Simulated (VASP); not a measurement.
Wanted: the native input for a VASP 6.6.1 run.

- Task: single point
- Functional: PBE
- Potentials or basis: VASP PAW PBE potentials, release 64 (Hf_pv, N)
- Cutoff: 520 eV
- k mesh: 15 × 15 × 15
- Occupations: fermi-dirac, width 0.08 eV
- Spin: no spin polarisation
- Dipole correction: no
- Further INCAR settings: ALGO = Normal; EDIFF = 1e-07; NBANDS = 14

The structure of HfN (CsCl type) lies in POSCAR:

```
HfN
1.0
    2.4890741431      0.0000000000      0.0000000000
    0.0000000000      2.4890741431      0.0000000000
    0.0000000000      0.0000000000      2.4890741431
Hf N
1 1
Direct
    0.0000000000      0.0000000000      0.0000000000
    0.5000000000      0.5000000000      0.5000000000
```

These files were run (other wordings do the same):

INCAR

```
PREC = Accurate
ENCUT = 520
EDIFF = 1E-7
ISMEAR = -1
SIGMA = 0.08
LREAL = F
LASPH = T
NELM = 100
ALGO = Normal
ISIF = 2
LWAVE = F
LCHARG = F
GGA = PE
NBANDS = 14
```

KPOINTS

```
regular mesh
0
Gamma
  15 15 15
```

Potentials or basis: VASP PAW PBE potentials, release 64 (Hf_pv, N).

Run with:

```bash
$ cat potpaw_PBE.64/Hf_pv/POTCAR potpaw_PBE.64/N/POTCAR > POTCAR
$ mpirun -np 1 vasp_std > vasp.out
```

It gave:

The pressure is 193.1 GPa.

Run time: 16 s on 1 thread of Intel Xeon 6975P-C (shared host), peak memory 0.15 GiB.
